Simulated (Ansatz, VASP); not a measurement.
Two plane-wave programs on GaP

Contents of INCAR:

```
PREC = Accurate
ENCUT = 520
EDIFF = 1E-6
ISMEAR = 0
SIGMA = 0.01
LREAL = False
LASPH = True
NELM = 100
ALGO = Normal
ISIF = 2
LWAVE = False
LCHARG = True
GGA = RP
LELF = True
LVHAR = True
NBANDS = 16
```

Contents of KPOINTS:

```
Automatic mesh
0
Gamma
  5 5 5
```

The input POSCAR:

```
GaP
1.0
    0.0000000000      2.7252500000      2.7252500000
    2.7252500000      0.0000000000      2.7252500000
    2.7252500000      2.7252500000      0.0000000000
Ga P
1 1
Direct
    0.0000000000      0.0000000000      0.0000000000
    0.2500000000      0.2500000000      0.2500000000
```

Input for Ansatz:

```yaml
crystal:
  lattice:
    - [0.0, 2.72525, 2.72525]
    - [2.72525, 0.0, 2.72525]
    - [2.72525, 2.72525, 0.0]
  atoms:
    - { symbol: Ga, position: [0.0, 0.0, 0.0] }
    - { symbol: P, position: [0.25, 0.25, 0.25] }
kpoints:
  mp_grid:
    grid: [5, 5, 5]
  band_path:
    path:
      - [0.0, 0.0, 0.0]
      - [0.0, -0.0043373700866118775, -0.0043373700866118775]
      - [0.0, 0.0043373700866118775, 0.0043373700866118775]
      - [-0.0043373700866118775, 0.0, -0.0043373700866118775]
      - [0.0043373700866118775, 0.0, 0.0043373700866118775]
      - [-0.0043373700866118775, -0.0043373700866118775, 0.0]
      - [0.0043373700866118775, 0.0043373700866118775, 0.0]
      - [0.0043373700866118775, 0.0043373700866118775, 0.008674740173223755]
      - [-0.0043373700866118775, 0.0043373700866118775, 0.0]
      - [0.0043373700866118775, -0.0043373700866118775, 0.0]
      - [-0.0043373700866118775, -0.0043373700866118775, -0.008674740173223755]
      - [0.0043373700866118775, 0.008674740173223755, 0.0043373700866118775]
      - [-0.0043373700866118775, 0.0, 0.0043373700866118775]
      - [0.0043373700866118775, 0.0, -0.0043373700866118775]
      - [-0.0043373700866118775, -0.008674740173223755, -0.0043373700866118775]
      - [0.008674740173223755, 0.0043373700866118775, 0.0043373700866118775]
      - [0.0, -0.0043373700866118775, 0.0043373700866118775]
      - [0.0, 0.0043373700866118775, -0.0043373700866118775]
      - [-0.008674740173223755, -0.0043373700866118775, -0.0043373700866118775]
    npoints: 1
hamiltonian:
  xc: rpbe
  pseudopotentials:
    kind: nc
scf:
  occupations:
    method: fixed
```

Alike in both runs: task single point; functional RPBE; k mesh 5 × 5 × 5; no spin polarisation.

|  | VASP | Ansatz |
| --- | --- | --- |
| version | VASP 6.6.1 | Ansatz 0.2.0 |
| potentials or method | VASP PAW PBE potentials, release 64 (Ga_d, P) | plane waves, norm-conserving potentials |
| plane-wave cutoff (eV) | 520 | 1088 |
| occupations | gaussian, width 0.01 eV | fixed |
| valence electrons in the cell | 18 | 18 |

|  | VASP | Ansatz | Ansatz less VASP |
| --- | --- | --- | --- |
| gap on the k mesh at the Fermi level (eV) | 1.69 | 1.71 | +0.028 |

VASP's potentials were made for PBE, not for RPBE.
